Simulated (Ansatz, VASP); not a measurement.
One calculation of Sb, two programs

```
Sb
1.0
    -1.88946    1.88946    1.88946
     1.88946   -1.88946    1.88946
     1.88946    1.88946   -1.88946
Sb
1
Direct
  0.00000 0.00000 0.00000
```

Alike in both runs: functional r2SCAN; k mesh 16 × 16 × 16; occupations gaussian, width 0.1 eV; no spin polarisation.

Ansatz relaxed the structure, and its values are those at the end. VASP's run is a single point on that final structure, the one shown.

|  | VASP | Ansatz |
| --- | --- | --- |
| version | VASP 6.6.1 | Ansatz 0.2.0 |
| potentials or method | VASP PAW PBE potentials, release 64 (Sb), cutoff 520 eV | scalar-relativistic, plane waves, PAW |
| valence electrons in the cell | 5 | 15 |

VASP gave:

| Quantity | Value |
| --- | --- |
| gap on the k mesh at the Fermi level (eV) | none |
| pressure (GPa) | -0.1 |

**Question.** Which values does Ansatz return?

**Answer.** gap on the k mesh at the Fermi level (eV): none; pressure (GPa): 0.0.

VASP's potentials were made for PBE, not for r2SCAN. A gap of «none» marks a metal or a gap that the smearing closes. VASP's potentials hold 5 valence electrons a cell and Ansatz's 15, so a difference there can come from the potentials and not from the codes.

Neither program's run includes spin-orbit coupling.
